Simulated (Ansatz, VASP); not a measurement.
## Two plane-wave programs on HPt

INCAR

```
PREC     = Accurate       # precision mode
ENCUT    = 600            # plane-wave cutoff, eV
EDIFF    = 1E-6           # SCF threshold, eV
ISMEAR   = 0              # smearing method
SIGMA    = 0.1            # smearing width, eV
LREAL    = False          # projectors in reciprocal space
LASPH    = True           # aspherical terms in the spheres
NELM     = 60             # most SCF steps
ALGO     = Normal         # electronic algorithm
ISIF     = 3              # what is computed and relaxed
LWAVE    = False          # write WAVECAR
LCHARG   = False          # write CHGCAR
GGA      = PE             # functional
IBRION   = 2              # ionic algorithm
NSW      = 90             # ionic steps
EDIFFG   = -0.025         # ionic threshold
```

KPOINTS

```
Automatic mesh
0
Gamma
  12 12 8
```

Contents of POSCAR:

```
HPt
1.0
    2.9137314934      0.0000000000      0.0000000000
   -1.4568657467      2.5233654931      0.0000000000
    0.0000000000      0.0000000000      5.0342312465
Pt H
2 2
Direct
    0.6666666667      0.3333333333      0.7500000000
    0.3333333333      0.6666666667      0.2500000000
    0.0000000000      0.0000000000      0.0000000000
    1.0000000000      1.0000000000      0.5000000000
```

Input for Ansatz:

```yaml
crystal:
  lattice:
    - [2.9137314934, 0.0, 0.0]
    - [-1.4568657467, 2.5233654931, 0.0]
    - [0.0, 0.0, 5.0342312465]
  atoms:
    - { symbol: Pt, position: [0.6666666667, 0.3333333333, 0.75] }
    - { symbol: Pt, position: [0.3333333333, 0.6666666667, 0.25] }
    - { symbol: H, position: [0.0, 0.0, 0.0] }
    - { symbol: H, position: [1.0, 1.0, 0.5] }
basis:
  ecutwfc: 420
kpoints:
  mp_grid: { grid: [12, 12, 8] }
hamiltonian:
  xc: pbe
scf:
  occupations: { method: gaussian, width: 0.1 }
output:
  forces: true
  stress: true
  eigenvalues: true
relax:
  adjacent_minimum: "off"
  f_tol: 0.025
  max_steps: 70
  cell: { stress_tol: 0.12 }
```

Alike in both runs: task relaxation of cell and atoms; functional PBE; k mesh 12 × 12 × 8; occupations gaussian, width 0.1 eV; no spin polarisation.

|  | VASP | Ansatz |
| --- | --- | --- |
| version | VASP 6.6.1 | Ansatz 0.2.0 |
| potentials or method | VASP PAW PBE potentials, release 64 (Pt, H), cutoff 600 eV | scalar-relativistic, plane waves, PAW |
| valence electrons in the cell | 22 | 38 |

|  | VASP | Ansatz | Ansatz less VASP |
| --- | --- | --- | --- |
| gap on the k mesh at the Fermi level, each at its own relaxed structure (eV) | none | none | - |
| relaxed volume (Å³/atom) | 9.23 | 9.24 | +0.016 |
| relaxed length of the cell vector where the two differ most in proportion (Å) | 5.043 | 5.059 | +0.0163 |

A gap of «none» marks a metal or a gap that the smearing closes. VASP's potentials hold 22 valence electrons a cell and Ansatz's 38, so a difference there can come from the potentials and not from the codes.

Spin-orbit coupling is off throughout.
